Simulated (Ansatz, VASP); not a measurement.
**One calculation of Mo, two programs**

```
Mo
1.0
     0.00000    2.17620    2.01500
     2.17620    0.00000    2.01500
     2.17620    2.17620    0.00000
Mo
1
Direct
  0.00000 0.00000 0.00000
```

Change from the starting cell: strain +0.080 along x and y, +0.000 along z, atoms carried along.

Alike in both runs: task single point; functional PBE; k mesh 20 × 20 × 20; occupations gaussian, width 0.15 eV; no spin polarisation.

|  | VASP | Ansatz |
| --- | --- | --- |
| version | VASP 6.6.1 | Ansatz 0.2.0 |
| potentials or method | VASP PAW PBE potentials, release 64 (Mo_sv), cutoff 520 eV | scalar-relativistic, plane waves, PAW |
| valence electrons in the cell | 14 | 14 |

|  | VASP | Ansatz | Ansatz less VASP |
| --- | --- | --- | --- |
| gap on the k mesh at the Fermi level (eV) | none | none | - |
| pressure (GPa) | -28.8 | -29.1 | -0.26 |
| traceless stress, the component that is largest in VASP (GPa) | -7.87 | -7.88 | -0.004 |

A gap of «none» marks a metal or a gap that the smearing closes. Both programs put the cell under strong tension, so it lies far from rest at this level. With one functional, cell and mesh, what is left measures potentials, basis and numerics.
